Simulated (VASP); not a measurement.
# KI (I4/mmm) in VASP: further runs, part 2 of 3

VASP 6.6.1.

### 3 Single point, r2SCAN (strain -0.080 along x and y, +0.080 along z)

POSCAR reads:

```
KI
1.0
    0.0000000000      3.2425860000      3.8065140000
    3.2425860000      0.0000000000      3.8065140000
    3.2425860000      3.2425860000      0.0000000000
K I
1 1
Direct
    0.0000000000      0.0000000000      0.0000000000
    0.5000000000      0.5000000000      0.5000000000
```

INCAR.step1 reads:

```
SYSTEM = KI
ALGO = Normal
EDIFF = 1E-4
ENCUT = 520
GGA = PE
ISMEAR = 0
LASPH = .TRUE.
LCHARG = .FALSE.
LREAL = .FALSE.
LWAVE = .TRUE.
NBANDS = 15
NELM = 100
PREC = Accurate
SIGMA = 0.05
```

INCAR.step2 reads:

```
SYSTEM = KI
ALGO = Normal
EDIFF = 1E-7
ENCUT = 520
ISIF = 2
ISMEAR = 0
ISTART = 1
LASPH = .TRUE.
LCHARG = .FALSE.
LMIXTAU = .TRUE.
LREAL = .FALSE.
LWAVE = .FALSE.
METAGGA = R2SCAN
NBANDS = 15
NELM = 100
PREC = Accurate
SIGMA = 0.05
```

KPOINTS reads:

```
k-points
0
G
  6 6 6
  0 0 0
```

Potentials or basis: VASP PAW PBE potentials, release 64 (K_sv, I).

The run is started by

```sh
> cat potpaw_PBE.64/K_sv/POTCAR potpaw_PBE.64/I/POTCAR > POTCAR
> cp INCAR.step1 INCAR
> mpirun -np 1 vasp_std > vasp.out
> cp INCAR.step2 INCAR
> mpirun -np 1 vasp_std > vasp.out
```

OUTCAR:

```text
SYSTEM = KI
   EDIFF = 1E-7
   ENCUT = 520
   ISIF = 2
   ISMEAR = 0
   ISTART = 1
   LASPH = .TRUE.
   LREAL = .FALSE.
   METAGGA = R2SCAN
   NELM = 100
   PREC = Accurate

 ion  position               nearest neighbor table
   1  0.000  0.000  0.000-   2 3.24   2 3.24   2 3.24   2 3.24
   2  0.500  0.500  0.500-   1 3.24   1 3.24   1 3.24   1 3.24

  LATTYP: Found a body centered tetragonal cell.
 ALAT       =     4.5857090984
 C/A-ratio  =     1.6601637471

  Lattice vectors:

 A1 = (  -3.2425860000,   0.0000000000,   3.8065140000)
 A2 = (   3.2425860000,   0.0000000000,   3.8065140000)
 A3 = (   0.0000000000,   3.2425860000,  -3.8065140000)

Analysis of symmetry for initial positions (statically):
=====================================================================
 Subroutine PRICEL returns:
 Original cell was already a primitive cell.

 Routine SETGRP: Setting up the symmetry group for a
 body centered tetragonal supercell.

 Subroutine GETGRP returns: Found 16 space group operations
 (whereof 16 operations were pure point group operations)
 out of a pool of 16 trial point group operations.

The static configuration has the point symmetry D_4h.

Analysis of symmetry for dynamics (positions and initial velocities):
=====================================================================
 Subroutine PRICEL returns:
 Original cell was already a primitive cell.

 Routine SETGRP: Setting up the symmetry group for a
 body centered tetragonal supercell.

 Subroutine GETGRP returns: Found 16 space group operations
 (whereof 16 operations were pure point group operations)
 out of a pool of 16 trial point group operations.

The dynamic configuration has the point symmetry D_4h.

 Subroutine INISYM returns: Found 16 space group operations
 (whereof 16 operations are pure point group operations),
 and found     1 'primitive' translations

----------------------------------------------------------------------------------------

                                     Primitive cell

  volume of cell :      80.0461

  direct lattice vectors                    reciprocal lattice vectors
     0.000000000  3.242586000  3.806514000    -0.154197915  0.154197915  0.131353779
     3.242586000  0.000000000  3.806514000     0.154197915 -0.154197915  0.131353779
     3.242586000  3.242586000  0.000000000     0.154197915  0.154197915 -0.131353779

  length of vectors
     5.000391265  5.000391265  4.585709098     0.254573780  0.254573780  0.254573780

  position of ions in fractional coordinates (direct lattice)
     0.000000000  0.000000000  0.000000000
     0.500000000  0.500000000  0.500000000

  ion indices of the primitive-cell ions
   primitive index   ion index
                 1           1
                 2           2

----------------------------------------------------------------------------------------

 KPOINTS: k-points

Automatic generation of k-mesh.
 Grid dimensions read from file:
 generate k-points for:    6    6    6

 Generating k-lattice:

  Cartesian coordinates                     Fractional coordinates (reciprocal lattice)
[... 42 lines left out ...]
   k-points           NKPTS =     30   k-points in BZ     NKDIM =     30   number of bands    NBANDS=     15
   number of dos      NEDOS =    301   number of ions     NIONS =      2
   total plane-waves  NPLWV =  57600
   dimension x,y,z NGX =    40 NGY =   40 NGZ =   36
   dimension x,y,z NGXF=    80 NGYF=   80 NGZF=   72
   ions per type =               1   1
   NGX,Y,Z   is equivalent  to a cutoff of  13.30, 13.30, 13.05 a.u.
   NGXF,Y,Z  is equivalent  to a cutoff of  26.60, 26.60, 26.10 a.u.
 SYSTEM =  KI
   PREC   = accura    normal or accurate (medium, high low for compatibility)
   ISTART =      1    job   : 0-new  1-cont  2-samecut
   ICHARG =      0    charge: 1-file 2-atom 10-const
   ISPIN  =      1    spin polarized calculation?
   LNONCOLLINEAR =      F non collinear calculations
   LSORBIT =      F    spin-orbit coupling
   LASPH  =      T    aspherical Exc in radial PAW
   ENCUT  =  520.0 eV  38.22 Ry    6.18 a.u.   9.30  9.30  8.53*2*pi/ulx,y,z
   NELM   =    100;   NELMIN=  2; NELMDL=  0     # of ELM steps
   EDIFF  = 0.1E-06   stopping-criterion for ELM
   LREAL  =      F    real-space projection
   EDIFFG = 0.1E-05   stopping-criterion for IOM
   NSW    =      0    number of steps for IOM
   IBRION =     -1    ionic relax: 0-MD 1-quasi-New 2-CG
   NFREE  =      0    steps in history (QN), initial steepest desc. (CG)
   ISIF   =      2    stress and relaxation
   ISYM   =      2    0-nonsym 1-usesym 2-fastsym
   POTIM  = 0.5000    time-step for ionic-motion
   TEBEG  =    0.0;   TEEND  =   0.0 temperature during run
   PSTRESS=    0.0 pullay stress
   NELECT =      16.0000    total number of electrons
   NUPDOWN=      -1.0000    fix difference up-down
   EMIN   =  10.00;   EMAX   =-10.00  energy-range for DOS
   EFERMI =   0.00;   METHOD = LEGACY
   ISMEAR =     0;   SIGMA  =   0.05  broadening in eV -4-tet -1-fermi 0-gaus
   EFERMI_NEDOS =   21; number of points for ismear=-14 and -15
   IALGO  =     38    algorithm
   IMIX   =      4    mixing-type and parameters
     AMIX     =   0.40;   BMIX     =  1.00
     AMIX_MAG =   1.60;   BMIX_MAG =  1.00
  volume/ion in A,a.u.               =      40.02       270.09
  Fermi-wavevector in a.u.,A,eV,Ry     =   0.957197  1.808840 12.466014  0.916226
  Thomas-Fermi vector in A             =   2.086193
   LORBIT       =      0    0 simple, 1 ext, 2 COOP (PROOUT), +10 PAW based schemes
   METAGGA = R2SCAN    functional components
   LHFCALC =     F    Hartree Fock is set to
   AEXX    =    0.0000 exact exchange contribution
   IVDW    =     0    specifies the selected vdW correction
   LEPSILON=     F    determine dielectric tensor
   LRPA    =     F    only Hartree local field effects (RPA)
 non-spin polarized calculation
 Gauss-broadening in eV      SIGMA  =   0.05
  energy-cutoff  :      520.00
  volume of cell :       80.05
 maximum number of plane-waves:      2174
 NGX is ok and might be reduce to    40
   NGX = 19   NGY = 19   NGZ = 17

 number of electron      16.0000000 magnetization

 Free energy of the ion-electron system (eV)
  ---------------------------------------------------
  ext. energy  EPLUGINS =         0.00000000
  ---------------------------------------------------
  free energy    TOTEN  =       -33.76547131 eV

  energy without entropy =      -33.76547131  energy(sigma->0) =      -33.76547131

 E-fermi :   0.1630     XC(G=0):  -7.8929

 val. band max:       -0.1480952456   @ k =   0.0000   0.0000   0.0000
 cond. band min:       4.5270784505   @ k =   0.0000   0.0000   0.0000
 fundamental gap:      4.6751736961
 Fermi energy:         0.1630245676

 k-point     1 :       0.0000    0.0000    0.0000
  band No.  band energies     occupation
      1     -29.6795      2.00000
      2     -12.4267      2.00000
      3     -12.4266      2.00000
      4     -12.4249      2.00000
      5     -11.2227      2.00000
      6      -0.3077      2.00000
      7      -0.1481      2.00000
      8      -0.1481      2.00000
      9       4.5271      0.00000
     10       6.1404      0.00000
     11       7.1699      0.00000
     12       7.1699      0.00000
     13       7.5919      0.00000
     14       8.0092      0.00000
[... 401 lines left out ...]
      2     -12.5777      2.00000
      3     -12.4767      2.00000
      4     -12.4401      2.00000
      5     -10.8930      2.00000
      6      -1.3199      2.00000
      7      -0.8773      2.00000
      8      -0.6875      2.00000
      9       5.4383      0.00000
     10       6.9448      0.00000
     11       8.2607      0.00000
     12       9.0764      0.00000
     13       9.5468      0.00000
     14      10.2255      0.00000
     15      10.7120      0.00000

 [... further k-points ...]

------------------------ aborting loop because EDIFF is reached ----------------------------------------

  FORCE on cell =-STRESS in cart. coord.  units (eV):
  Direction    XX          YY          ZZ          XY          YZ          ZX
  --------------------------------------------------------------------------------------
  -------------------------------------------------------------------------------------
  Total        2.5395995      2.5395995     -0.5185331      0.0000000      0.0000000     -0.0000000
  in kB       50.8317871     50.8317871    -10.3787879      0.0000000      0.0000000     -0.0000000
  external PRESSURE =      30.4282621 kB  Pullay stress =       0.0000000 kB

 VOLUME and BASIS-vectors are now :
 -----------------------------------------------------------------------------
  energy-cutoff  :      520.00
  volume of cell :       80.05
      direct lattice vectors                 reciprocal lattice vectors
     0.000000000  3.242586000  3.806514000    -0.154197915  0.154197915  0.131353779
     3.242586000  0.000000000  3.806514000     0.154197915 -0.154197915  0.131353779
     3.242586000  3.242586000  0.000000000     0.154197915  0.154197915 -0.131353779

 POSITION                                       TOTAL-FORCE (eV/Angst)
 -----------------------------------------------------------------------------------
      0.00000      0.00000      0.00000         0.000000     -0.000000      0.000000
      3.24259      3.24259      3.80651        -0.000000      0.000000     -0.000000
 -----------------------------------------------------------------------------------
    total drift:                                0.000000     -0.000000     -0.000000

  FREE ENERGIE OF THE ION-ELECTRON SYSTEM (eV)
  ---------------------------------------------------
  free  energy   TOTEN  =       -33.7654713146 eV

  energy  without entropy=      -33.7654713146  energy(sigma->0) =      -33.76547131
```

OSZICAR.step1:

```text
N       E                     dE             d eps       ncg     rms          rms(c)
DAV:   1     0.936765754647E+02    0.93677E+02   -0.65964E+03   900   0.917E+02
DAV:   2     0.126278805106E+00   -0.93550E+02   -0.85828E+02  1180   0.221E+02
DAV:   3    -0.512514933623E+01   -0.52514E+01   -0.52271E+01  1246   0.459E+01
DAV:   4    -0.541096985363E+01   -0.28582E+00   -0.28574E+00  1442   0.927E+00
DAV:   5    -0.541237651316E+01   -0.14067E-02   -0.14066E-02  1287   0.709E-01    0.445E+00
DAV:   6    -0.532768888865E+01    0.84688E-01   -0.94391E-02  1117   0.184E+00    0.307E+00
DAV:   7    -0.532277954358E+01    0.49093E-02   -0.13602E-01  1131   0.196E+00    0.837E-01
DAV:   8    -0.532605170636E+01   -0.32722E-02   -0.15918E-02   965   0.836E-01    0.153E-01
DAV:   9    -0.532636520744E+01   -0.31350E-03   -0.66937E-04  1236   0.161E-01    0.832E-02
DAV:  10    -0.532661384967E+01   -0.24864E-03   -0.23890E-04   956   0.828E-02    0.317E-02
DAV:  11    -0.532665227366E+01   -0.38424E-04   -0.52427E-05   744   0.459E-02
   1 F= -.53266523E+01 E0= -.53266523E+01  d E =-.463757E-16
```

Wall time 2.4 min (1 thread of Intel Xeon 6975P-C, shared host); peak memory 0.26 GiB.

Results:

* Free energy: -33.7655 eV
* Pressure: 3.0 GPa
* Band gap on the k mesh: 4.68 eV, direct

Stress tensor (GPa, compression positive):
```
 5.08  0.00  0.00
 0.00  5.08  0.00
 0.00  0.00 -1.04
```

Caveat: the cell differs from its parent crystal (strain -0.080 along x and y, +0.080 along z); the PAW data sets were made with another functional, which shifts forces and pressure a little; spin-orbit coupling is left out, which moves the levels of the heavy elements. A k mesh can miss the band edges.

### 4 Single point, r2SCAN (strain +0.000 along x and y, -0.080 along z)

POSCAR reads:

```
KI
1.0
    0.0000000000      3.5245500000      3.2425860000
    3.5245500000      0.0000000000      3.2425860000
    3.5245500000      3.5245500000      0.0000000000
K I
1 1
Direct
    0.0000000000      0.0000000000      0.0000000000
    0.5000000000      0.5000000000      0.5000000000
```

INCAR.step1 reads:

```
SYSTEM = KI
PREC = Accurate
ENCUT = 520
ISMEAR = 0
SIGMA = 0.05
LREAL = .FALSE.
LASPH = .TRUE.
NELM = 100
NBANDS = 15
GGA = PE
ALGO = Normal
EDIFF = 1E-4
LWAVE = .TRUE.
LCHARG = .FALSE.
```

INCAR.step2 reads:

```
SYSTEM = KI
PREC = Accurate
ENCUT = 520
EDIFF = 1E-7
ISMEAR = 0
SIGMA = 0.05
LREAL = .FALSE.
LASPH = .TRUE.
NELM = 100
ALGO = Normal
ISIF = 2
LWAVE = .FALSE.
LCHARG = .TRUE.
METAGGA = R2SCAN
LMIXTAU = .TRUE.
LELF = .TRUE.
LVHAR = .TRUE.
NBANDS = 15
ISTART = 1
```

KPOINTS reads:

```
Automatic mesh
0
G
  6 6 6
  0 0 0
```

Potentials or basis: VASP PAW PBE potentials, release 64 (K_sv, I).

The run is started by

```sh
> cat potpaw_PBE.64/K_sv/POTCAR potpaw_PBE.64/I/POTCAR > POTCAR
> cp INCAR.step1 INCAR
> mpirun -np 1 vasp_std > vasp.out
> cp INCAR.step2 INCAR
> mpirun -np 1 vasp_std > vasp.out
```

OUTCAR:

```text
SYSTEM = KI
   PREC = Accurate
   ENCUT = 520
   EDIFF = 1E-7
   ISMEAR = 0
   LREAL = .FALSE.
   LASPH = .TRUE.
   NELM = 100
   ISIF = 2
   METAGGA = R2SCAN
   ISTART = 1

 ion  position               nearest neighbor table
   1  0.000  0.000  0.000-   2 3.24   2 3.24   2 3.52   2 3.52   2 3.52   2 3.52
   2  0.500  0.500  0.500-   1 3.24   1 3.24   1 3.52   1 3.52   1 3.52   1 3.52

  LATTYP: Found a body centered tetragonal cell.
 ALAT       =     4.9844664113
 C/A-ratio  =     1.3010764774

  Lattice vectors:

 A1 = (   0.0000000000,  -3.5245500000,  -3.2425860000)
 A2 = (   0.0000000000,   3.5245500000,  -3.2425860000)
 A3 = (   3.5245500000,   0.0000000000,   3.2425860000)

Analysis of symmetry for initial positions (statically):
=====================================================================
 Subroutine PRICEL returns:
 Original cell was already a primitive cell.

 Routine SETGRP: Setting up the symmetry group for a
 body centered tetragonal supercell.

 Subroutine GETGRP returns: Found 16 space group operations
 (whereof 16 operations were pure point group operations)
 out of a pool of 16 trial point group operations.

[... 177 lines left out ...]
      7      -0.2709      2.00000
      8      -0.1980      2.00000
      9       4.5647      0.00000
     10       6.5726      0.00000
     11       6.5726      0.00000
     12       7.1125      0.00000
     13       7.4426      0.00000
     14       7.9210      0.00000
[... 401 lines left out ...]
      2     -12.6021      2.00000
      3     -12.5341      2.00000
      4     -12.5041      2.00000
      5     -10.9589      2.00000
      6      -1.4070      2.00000
      7      -0.8412      2.00000
      8      -0.6255      2.00000
      9       5.4849      0.00000
     10       6.9913      0.00000
     11       8.3151      0.00000
     12       8.8411      0.00000
     13       9.5831      0.00000
     14      10.0182      0.00000
     15      10.4539      0.00000

 [... further k-points ...]

------------------------ aborting loop because EDIFF is reached ----------------------------------------

  FORCE on cell =-STRESS in cart. coord.  units (eV):
  Direction    XX          YY          ZZ          XY          YZ          ZX
  --------------------------------------------------------------------------------------
  -------------------------------------------------------------------------------------
  Total        0.2854288      0.2854288      2.5013690      0.0000000      0.0000000      0.0000000
  in kB        5.6764854      5.6764854     49.7461522      0.0000000      0.0000000      0.0000000
  external PRESSURE =      20.3663743 kB  Pullay stress =       0.0000000 kB

 VOLUME and BASIS-vectors are now :
 -----------------------------------------------------------------------------
  energy-cutoff  :      520.00
  volume of cell :       80.56
      direct lattice vectors                 reciprocal lattice vectors
     0.000000000  3.524550000  3.242586000    -0.141862082  0.141862082  0.154197915
     3.524550000  0.000000000  3.242586000     0.141862082 -0.141862082  0.154197915
     3.524550000  3.524550000  0.000000000     0.141862082  0.141862082 -0.154197915

 POSITION                                       TOTAL-FORCE (eV/Angst)
 -----------------------------------------------------------------------------------
      0.00000      0.00000      0.00000         0.000000      0.000000     -0.000000
      3.52455      3.52455      3.24259         0.000000      0.000000      0.000000
 -----------------------------------------------------------------------------------
    total drift:                                0.000000      0.000000      0.000000

  FREE ENERGIE OF THE ION-ELECTRON SYSTEM (eV)
  ---------------------------------------------------
  free  energy   TOTEN  =       -33.8849120123 eV

  energy  without entropy=      -33.8849120123  energy(sigma->0) =      -33.88491201
```

Run time: 2.4 min. Hardware: 1 thread of Intel Xeon 6975P-C, shared host; peak memory 0.24 GiB.

What came out:

- Free energy: -33.8849 eV
- Pressure: 2.0 GPa
- Band gap on the k mesh: 4.76 eV, direct

Levels at points of the mesh, in eV from the valence-band top:
| k point | band 6 | band 7 | band 8 | band 9 | band 10 | band 11 |
| --- | --- | --- | --- | --- | --- | --- |
| (0.00, 0.00, 0.00) | -0.07 | -0.07 | 0.00 | 4.76 | 6.77 | 6.77 |
| (0.50, 0.00, 0.00) | -1.60 | -0.51 | -0.46 | 6.05 | 8.50 | 8.57 |
| (0.50, 0.50, 0.00) | -1.10 | -0.59 | -0.59 | 5.08 | 6.69 | 9.02 |
| (0.50, 0.00, 0.50) | -1.27 | -0.43 | -0.39 | 5.20 | 6.67 | 8.79 |

Caveat: the cell differs from its parent crystal (strain +0.000 along x and y, -0.080 along z); the PAW data sets were made with another functional, which shifts forces and pressure a little; spin-orbit coupling is left out, which moves the levels of the heavy elements. A k mesh can miss the band edges.

(Continued in part 3 of 3.)
